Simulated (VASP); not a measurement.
# Pt (R-3m) in VASP: a series of runs

Runs on Pt. Level: r2SCAN. Tasks: single point.

Program: VASP 6.6.1. These are calculated values, not measurements. Logs are shortened: lines on timing, memory, paths and dates and some standing lists are left out, and cuts for length are marked.

### 1 The cell of the first run

The structure is trigonal, space group R-3m (No. 166). Conventional cell: a = 2.756 Å, b = 2.756 Å, c = 6.896 Å, α = 90.00°, β = 90.00°, γ = 120.00°. Within 3.6 Å of Pt (site symmetry -3m) lie 12 Pt at 2.76 to 2.80 Å.

### 2 Single point, r2SCAN

Input file POSCAR:

```
Pt
1.0
    2.7558249768      0.0000000000      0.0000000000
   -1.3779124884      2.3866144383      0.0000000000
    0.0000000000      0.0000000000      6.8959989370
Pt
3
Direct
    0.0000000000      0.0000000000      0.0000000000
    0.3333333333      0.6666666667      0.3333333333
    0.6666666667      0.3333333333      0.6666666667
```

Input file INCAR.step1:

```
SYSTEM = Pt
PREC = Accurate
ENCUT = 520
ISMEAR = 1
SIGMA = 0.1
LREAL = .FALSE.
LASPH = .TRUE.
NELM = 80
NBANDS = 22
GGA = PE
ALGO = Normal
EDIFF = 1E-4
LWAVE = .TRUE.
LCHARG = .FALSE.
```

Input file INCAR.step2:

```
SYSTEM = Pt
PREC = Accurate
ENCUT = 520
EDIFF = 1E-7
ISMEAR = 1
SIGMA = 0.1
LREAL = .FALSE.
LASPH = .TRUE.
NELM = 80
ALGO = Normal
ISIF = 2
LWAVE = .FALSE.
LCHARG = .TRUE.
METAGGA = R2SCAN
LMIXTAU = .TRUE.
LELF = .TRUE.
LVHAR = .TRUE.
NBANDS = 22
ISTART = 1
```

Input file KPOINTS:

```
Automatic mesh
0
G
  18 18 8
  0 0 0
```

Potentials or basis: VASP PAW PBE potentials, release 64 (Pt).

The run is started by

```console
cat potpaw_PBE.64/Pt/POTCAR > POTCAR
cp INCAR.step1 INCAR
mpirun -np 1 vasp_std > vasp.out
cp INCAR.step2 INCAR
mpirun -np 1 vasp_std > vasp.out
```

OUTCAR:

```text
SYSTEM = Pt
   PREC = Accurate
   ENCUT = 520
   EDIFF = 1E-7
   ISMEAR = 1
   LREAL = .FALSE.
   LASPH = .TRUE.
   NELM = 80
   ISIF = 2
   METAGGA = R2SCAN
   ISTART = 1

 ion  position               nearest neighbor table
   1  0.000  0.000  0.000-   2 2.80   3 2.80   3 2.80   2 2.80   3 2.80   2 2.80
   2  0.333  0.667  0.333-   1 2.80   1 2.80   1 2.80   3 2.80   3 2.80   3 2.80
   3  0.667  0.333  0.667-   1 2.80   1 2.80   1 2.80   2 2.80   2 2.80   2 2.80

  LATTYP: Found a hexagonal cell.
 ALAT       =     2.7558249768
 C/A-ratio  =     2.5023355964

  Lattice vectors:

 A1 = (   2.7558249768,   0.0000000000,   0.0000000000)
 A2 = (  -1.3779124884,   2.3866144383,   0.0000000000)
 A3 = (   0.0000000000,   0.0000000000,   6.8959989370)

Analysis of symmetry for initial positions (statically):
=====================================================================
 Subroutine PRICEL returns following result:

  LATTYP: Found a trigonal (rhomboedric) cell.
 ALAT       =     2.7956020070
 COS(alpha) =     0.5141272069

  Lattice vectors:

 A1 = (   1.3779124883,  -0.7955381460,   2.2986663121)
 A2 = (  -0.0000000001,   1.5910762923,   2.2986663121)
 A3 = (  -1.3779124881,  -0.7955381463,   2.2986663128)

   3 primitive cells build up your supercell.

 Routine SETGRP: Setting up the symmetry group for a
 hexagonal supercell.

 Subroutine GETGRP returns: Found 12 space group operations
 (whereof 12 operations were pure point group operations)
 out of a pool of 24 trial point group operations.

The static configuration has the point symmetry D_3d.

Analysis of symmetry for dynamics (positions and initial velocities):
=====================================================================
 Subroutine PRICEL returns following result:

  LATTYP: Found a trigonal (rhomboedric) cell.
 ALAT       =     2.7956020070
 COS(alpha) =     0.5141272069

  Lattice vectors:

 A1 = (   1.3779124883,  -0.7955381460,   2.2986663121)
 A2 = (  -0.0000000001,   1.5910762923,   2.2986663121)
 A3 = (  -1.3779124881,  -0.7955381463,   2.2986663128)

   3 primitive cells build up your supercell.

 Routine SETGRP: Setting up the symmetry group for a
 hexagonal supercell.

 Subroutine GETGRP returns: Found 12 space group operations
 (whereof 12 operations were pure point group operations)
 out of a pool of 24 trial point group operations.

The dynamic configuration has the point symmetry D_3d.

 Subroutine INISYM returns: Found 12 space group operations
 (whereof 12 operations are pure point group operations),
 and found     3 'primitive' translations

----------------------------------------------------------------------------------------

                                     Primitive cell

  volume of cell :      15.1185

  direct lattice vectors                    reciprocal lattice vectors
     1.377912488 -0.795538146  2.298666312     0.362867747 -0.209501791  0.145011623
    -0.000000000  1.591076292  2.298666312    -0.000000000  0.419003583  0.145011623
    -1.377912488 -0.795538146  2.298666313    -0.362867747 -0.209501791  0.145011623

  length of vectors
     2.795602007  2.795602007  2.795602008     0.443387385  0.443387385  0.443387385

  position of ions in fractional coordinates (direct lattice)
     0.000000000  0.000000000  0.000000000

  ion indices of the primitive-cell ions
   primitive index   ion index
                 1           1

----------------------------------------------------------------------------------------

 KPOINTS: Automatic mesh

Automatic generation of k-mesh.
 Grid dimensions read from file:
 generate k-points for:   18   18    8

 Generating k-lattice:

  Cartesian coordinates                     Fractional coordinates (reciprocal lattice)
     0.020159319  0.011638988  0.000000000     0.055555556  0.000000000  0.000000000
     0.000000000  0.023277977  0.000000000     0.000000000  0.055555556  0.000000000
     0.000000000  0.000000000  0.018126453     0.000000000  0.000000000  0.125000000

  Length of vectors
     0.023277977  0.023277977  0.018126453

  Shift w.r.t. Gamma in fractional coordinates (k-lattice)
     0.000000000  0.000000000  0.000000000

 Subroutine IBZKPT returns following result:
 ===========================================

 Found    266 irreducible k-points:

 Following reciprocal coordinates:
            Coordinates               Weight
  0.000000  0.000000  0.000000      1.000000
  0.055556  0.000000  0.000000      6.000000
  0.111111  0.000000  0.000000      6.000000
  0.166667 -0.000000  0.000000      6.000000
  0.222222 -0.000000  0.000000      6.000000
  0.277778  0.000000  0.000000      6.000000
[... 16 lines left out ...]
  0.333333  0.111111  0.000000     12.000000
  0.388889  0.111111  0.000000     12.000000
 [... further k-points ...]
   k-points           NKPTS =    266   k-points in BZ     NKDIM =    266   number of bands    NBANDS=     22
   number of dos      NEDOS =    301   number of ions     NIONS =      3
   total plane-waves  NPLWV =  21600
   dimension x,y,z NGX =    20 NGY =   20 NGZ =   54
   dimension x,y,z NGXF=    40 NGYF=   40 NGZF=  108
   ions per type =               3
   NGX,Y,Z   is equivalent  to a cutoff of  12.07, 12.07, 13.02 a.u.
   NGXF,Y,Z  is equivalent  to a cutoff of  24.13, 24.13, 26.04 a.u.
 SYSTEM =  Pt
   PREC   = accura    normal or accurate (medium, high low for compatibility)
   ISTART =      1    job   : 0-new  1-cont  2-samecut
   ICHARG =      0    charge: 1-file 2-atom 10-const
   ISPIN  =      1    spin polarized calculation?
   LNONCOLLINEAR =      F non collinear calculations
   LSORBIT =      F    spin-orbit coupling
   LASPH  =      T    aspherical Exc in radial PAW
   ENCUT  =  520.0 eV  38.22 Ry    6.18 a.u.   5.12  5.12 12.82*2*pi/ulx,y,z
   NELM   =     80;   NELMIN=  2; NELMDL=  0     # of ELM steps
   EDIFF  = 0.1E-06   stopping-criterion for ELM
   LREAL  =      F    real-space projection
   EDIFFG = 0.1E-05   stopping-criterion for IOM
   NSW    =      0    number of steps for IOM
   IBRION =     -1    ionic relax: 0-MD 1-quasi-New 2-CG
   NFREE  =      0    steps in history (QN), initial steepest desc. (CG)
   ISIF   =      2    stress and relaxation
   ISYM   =      2    0-nonsym 1-usesym 2-fastsym
   POTIM  = 0.5000    time-step for ionic-motion
   TEBEG  =    0.0;   TEEND  =   0.0 temperature during run
   PSTRESS=    0.0 pullay stress
   NELECT =      30.0000    total number of electrons
   NUPDOWN=      -1.0000    fix difference up-down
   EMIN   =  10.00;   EMAX   =-10.00  energy-range for DOS
   EFERMI =   0.00;   METHOD = LEGACY
   ISMEAR =     1;   SIGMA  =   0.10  broadening in eV -4-tet -1-fermi 0-gaus
   EFERMI_NEDOS =   21; number of points for ismear=-14 and -15
   IALGO  =     38    algorithm
   IMIX   =      4    mixing-type and parameters
     AMIX     =   0.40;   BMIX     =  1.00
     AMIX_MAG =   1.60;   BMIX_MAG =  1.00
  volume/ion in A,a.u.               =      15.12       102.02
  Fermi-wavevector in a.u.,A,eV,Ry     =   1.426390  2.695486 27.682248  2.034588
  Thomas-Fermi vector in A             =   2.546672
   LORBIT       =      0    0 simple, 1 ext, 2 COOP (PROOUT), +10 PAW based schemes
   METAGGA = R2SCAN    functional components
   LHFCALC =     F    Hartree Fock is set to
   AEXX    =    0.0000 exact exchange contribution
   IVDW    =     0    specifies the selected vdW correction
   LEPSILON=     F    determine dielectric tensor
   LRPA    =     F    only Hartree local field effects (RPA)
 non-spin polarized calculation
 Methfessel and Paxton  Order N= 1 SIGMA  =   0.10
  energy-cutoff  :      520.00
  volume of cell :       45.36
 maximum number of plane-waves:      1239
   NGX = 11   NGY = 11   NGZ = 25

 number of electron      29.9999998 magnetization

 Free energy of the ion-electron system (eV)
  ---------------------------------------------------
  ext. energy  EPLUGINS =         0.00000000
  ---------------------------------------------------
  free energy    TOTEN  =      -154.48394640 eV

  energy without entropy =     -154.48277043  energy(sigma->0) =     -154.48355441

 E-fermi :  10.9630     XC(G=0): -14.6166

 val. band max:       10.9624099627   @ k =  -0.1111   0.2778   0.2500
 cond. band min:      10.9658892839   @ k =   0.3889   0.2222   0.5000
 fundamental gap:      0.0034793212
 Fermi energy:        10.9630256194

 k-point     1 :       0.0000    0.0000    0.0000
  band No.  band energies     occupation
      1       0.4998      2.00000
      2       3.1688      2.00000
      3       3.1688      2.00000
      4       6.8993      2.00000
      5       7.1416      2.00000
      6       7.1416      2.00000
[... 14 lines left out ...]
     21      26.4459      0.00000
     22      27.3409      0.00000

 k-point     2 :       0.0556    0.0000    0.0000
  band No.  band energies     occupation
      1       0.6175      2.00000
      2       3.2819      2.00000
      3       3.2858      2.00000
      4       6.9476      2.00000
      5       7.0804      2.00000
      6       7.1489      2.00000
[... 14 lines left out ...]
     21      26.6321      0.00000
     22      27.4961      0.00000

 k-point     3 :       0.1111    0.0000    0.0000
  band No.  band energies     occupation
      1       0.9619      2.00000
      2       3.5923      2.00000
      3       3.6290      2.00000
      4       6.8562      2.00000
      5       6.8900      2.00000
      6       6.8986      2.00000
[... 14 lines left out ...]
     21      27.1533      0.00000
     22      27.7532      0.00000
[... 476 lines left out ...]
 k-point    23 :       0.3333    0.1111    0.0000
  band No.  band energies     occupation
      1       4.1770      2.00000
      2       4.2027      2.00000
      3       4.5657      2.00000
      4       4.8160      2.00000
      5       5.9438      2.00000
      6       6.6485      2.00000
[... 14 lines left out ...]
     21      21.7961      0.00000
     22      23.2821      0.00000

 k-point    24 :       0.3889    0.1111    0.0000
  band No.  band energies     occupation
      1       4.0016      2.00000
      2       4.3727      2.00000
      3       4.4111      2.00000
      4       4.6270      2.00000
      5       6.0133      2.00000
      6       6.4339      2.00000
[... 14 lines left out ...]
     21      20.0028      0.00000
     22      22.9262      0.00000

 [... further k-points ...]
[... 5 lines left out ...]
  --------------------------------------------------------------------------------------
  -------------------------------------------------------------------------------------
  Total        1.3529161      1.3529161      0.7054297      0.0000000     -0.0000000      0.0000000
  in kB       47.7914691     47.7914691     24.9191512      0.0000000     -0.0000000      0.0000000
  external PRESSURE =      40.1673631 kB  Pullay stress =       0.0000000 kB

 VOLUME and BASIS-vectors are now :
 -----------------------------------------------------------------------------
  energy-cutoff  :      520.00
  volume of cell :       45.36
      direct lattice vectors                 reciprocal lattice vectors
     2.755824977  0.000000000  0.000000000     0.362867747  0.209501791  0.000000000
    -1.377912488  2.386614438  0.000000000     0.000000000  0.419003583  0.000000000
     0.000000000  0.000000000  6.895998937     0.000000000  0.000000000  0.145011623

 POSITION                                       TOTAL-FORCE (eV/Angst)
 -----------------------------------------------------------------------------------
      0.00000      0.00000      0.00000         0.000000      0.000000     -0.000000
     -0.00000      1.59108      2.29867         0.000000      0.000000     -0.000000
      1.37791      0.79554      4.59733        -0.000000     -0.000000      0.000000
 -----------------------------------------------------------------------------------
    total drift:                               -0.000000      0.000000      0.000000

  FREE ENERGIE OF THE ION-ELECTRON SYSTEM (eV)
  ---------------------------------------------------
  free  energy   TOTEN  =      -154.4839463982 eV

  energy  without entropy=     -154.4827704263  energy(sigma->0) =     -154.48355441
```

Run time: 6 min. Hardware: 1 thread of Intel Xeon 6975P-C (Granite Rapids), shared host; peak memory 0.32 GiB.

What came out:

| Property | Result |
| --- | --- |
| Free energy | -154.4839 eV |
| Pressure | 4.0 GPa |
| Band gap on the k mesh | zero (bands 15 and 16 overlap by 1.97 eV) |

Caveat: the cell stands under pressure; the PAW data sets were made with another functional, which shifts forces and pressure a little; spin-orbit coupling is left out, which moves the levels of the heavy elements.

(Part 1 of 2 ends here.)
